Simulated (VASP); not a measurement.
CsPbBr3:

```
CELL_PARAMETERS angstrom
5.99812 0.00000 0.00000
0.00000 5.99812 0.00000
0.00000 0.00000 5.99812
ATOMIC_POSITIONS crystal
Cs 0.00000 0.00000 0.00000
Pb 0.50000 0.50000 0.50000
Br 0.00000 0.50000 0.50000
Br 0.50000 0.00000 0.50000
Br 0.50000 0.50000 0.00000
```

| Quantity | Value |
| --- | --- |
| Program | VASP 6.6.1 |
| Task | relaxation of cell and atoms |
| Functional | PBE |
| Dispersion | D3(BJ) |
| Potentials or basis | VASP PAW PBE potentials, release 64 (Cs_sv, Pb_d, Br) |
| Cutoff | 600 eV |
| k mesh | 6 × 6 × 6 |
| Occupations | gaussian, width 0.02 eV |
| Spin | no spin polarisation |

At the start: pressure -0.7 GPa; volume 43.16 Å³/atom.

Where does the relaxation end?

Over 3 steps the energy falls by 3.7 meV/atom and the volume is 41.58 Å³/atom (-3.7 %); space group Pm-3m (No. 221, to 0.1 Å) before and after.

The path:
```csv
step,energy change (eV),largest force (eV/Å),pressure (GPa),volume (Å³)
1,0.0000,0.0000,-0.72,215.80
2,-0.0173,0.0000,-0.19,209.78
3,-0.0185,0.0000,-0.01,207.91
```

Final structure:
```xyz
5
Lattice="5.9242 0.0000 0.0000 0.0000 5.9242 0.0000 0.0000 0.0000 5.9242" Properties=species:S:1:pos:R:3 pbc="T T T"
Cs    0.0000    0.0000    0.0000
Pb    2.9621    2.9621    2.9621
Br    0.0000    2.9621    2.9621
Br    2.9621    0.0000    2.9621
Br    2.9621    2.9621    0.0000
```
